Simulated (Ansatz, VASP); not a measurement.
**One calculation of Rh, two programs**

```
Rh
1.0
     0.00000    1.99663    1.80647
     1.99663    0.00000    1.80647
     1.99663    1.99663    0.00000
Rh
1
Direct
  0.00000 0.00000 0.00000
```

Change from the starting cell: strain +0.050 along x and y, -0.050 along z, atoms carried along.

Alike in both runs: task single point; functional PBE; k mesh 22 × 22 × 22; no spin polarisation.

|  | VASP | Ansatz |
| --- | --- | --- |
| version | VASP 6.6.1 | Ansatz 0.2.0 |
| potentials or method | VASP PAW PBE potentials, release 64 (Rh_pv), cutoff 520 eV | scalar-relativistic, plane waves, PAW |
| occupations | methfessel-paxton of order 1, width 0.02 eV | cold, width 0.02 eV |
| valence electrons in the cell | 15 | 17 |

```csv
,VASP,Ansatz,Ansatz less VASP
gap on the k mesh at the Fermi level (eV),none,none,-
pressure (GPa),-5.0,-4.9,+0.09
"traceless stress, the component that is largest in VASP (GPa)",12.51,12.53,+0.021
```

A gap of «none» marks a metal or a gap that the smearing closes. VASP's potentials hold 15 valence electrons a cell and Ansatz's 17, so a difference there can come from the potentials and not from the codes.
